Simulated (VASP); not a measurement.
Runs of VASP 6.6.1 on ZnO. The structure is that of space group Fm-3m (No. 225), or close to it. The cells are those of the table. 

| cell | gap on the mesh (eV) | pressure (GPa) |
| --- | --- | --- |
| a = 3.005 Å, angles 60.0°, 2 atoms | 1.00 | 11.7 |
| a = 3.128 Å, angles 60.0°, 2 atoms | 0.47 | -8.6 |
| a = 3.068 Å, angles 60.0°, 2 atoms | 0.72 | -0.1 |
| a = 3.027 Å, angles 60.0°, 2 atoms | (a) | 7.3 |
| a = 3.047 Å, angles 60.0°, 2 atoms | 0.81 | 3.4 |
| a = 3.088 Å, angles 60.0°, 2 atoms | 0.63 | -3.2 |
| a = 3.108 Å, angles 60.0°, 2 atoms | (b) | -6.0 |

Alike in all rows: task single point; level PBE; potentials or basis VASP PAW PBE potentials, release 64 (Zn, O); no spin polarisation; k mesh 11 × 11 × 11; cutoff (eV) 520; smearing fermi-dirac 0.05 eV.

Question: Estimate the missing entries.

Answer: (a) 0.90; (b) 0.55.

A k mesh can miss the band edges.
